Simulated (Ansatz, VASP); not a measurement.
**Co: VASP beside Ansatz**

Contents of INCAR:

```
SYSTEM = Co
  ALGO = Normal
  EDIFF = 1E-6
  ENCUT = 520
  GGA = PS
  ISIF = 2
  ISMEAR = -1
  ISPIN = 2
  LASPH = .True.
  LCHARG = .False.
  LMAXMIX = 4
  LORBIT = 11
  LREAL = .False.
  LWAVE = .False.
  MAGMOM = 1.673
  NBANDS = 14
  NELM = 150
  PREC = Accurate
  SIGMA = 0.05
```

File KPOINTS:

```
k-points
0
Gamma
  17 17 17
  0 0 0
```

File POSCAR:

```
Co
1.0
    0.0000000000      1.6873153371      1.6873153371
    1.6873153371      0.0000000000      1.6873153371
    1.6873153371      1.6873153371      0.0000000000
Co
1
Direct
    0.0000000000      0.0000000000      0.0000000000
```

Input for Ansatz:

```yaml
crystal:
  lattice:
    - [0.0, 1.6873153371, 1.6873153371]
    - [1.6873153371, 0.0, 1.6873153371]
    - [1.6873153371, 1.6873153371, 0.0]
  atoms:
    - { symbol: Co, position: [0.0, 0.0, 0.0], spin: 1.673 }
hamiltonian:
  xc: pbesol
  pseudopotentials:
    kind: paw
    azcp:
      Co: "pseudopotentials/Co.paw.azcp"
basis:
  ecutwfc: 420
  fft_grid_basis: typed
kpoints:
  mp_grid: { grid: [17, 17, 17], shift: [0, 0, 0] }
magnetization:
  spin_polarized: true
scf:
  occupations: { method: fermi_dirac, width: 0.05 }
  lower_state_search: "off"
output:
  stress: true
```

Alike in both runs: task single point; functional PBEsol; k mesh 17 × 17 × 17; occupations fermi-dirac, width 0.05 eV; collinear spin.

|  | VASP | Ansatz |
| --- | --- | --- |
| version | VASP 6.6.1 | Ansatz 0.2.0 |
| potentials or method | VASP PAW PBE potentials, release 64 (Co), cutoff 520 eV | plane waves (420 eV) with PAW, scalar-relativistic |
| valence electrons in the cell | 9 | 17 |

```tsv
	VASP	Ansatz	Ansatz less VASP
pressure (GPa)	21.6	23.0	+1.41
net moment per atom (μB)	1.50	1.51	+0.003
size of the moment on the site where the two differ most (μB)	1.50	1.56	+0.060
```

VASP's potentials were made for PBE, not for PBEsol, and Ansatz warns of the same on its side. Site moments also hang on the region over which each program counts them. The functional is the same, so the differences come from potentials, cutoffs and numerics. VASP's potentials hold 9 valence electrons a cell and Ansatz's 17, so a difference there can come from the potentials and not from the codes.
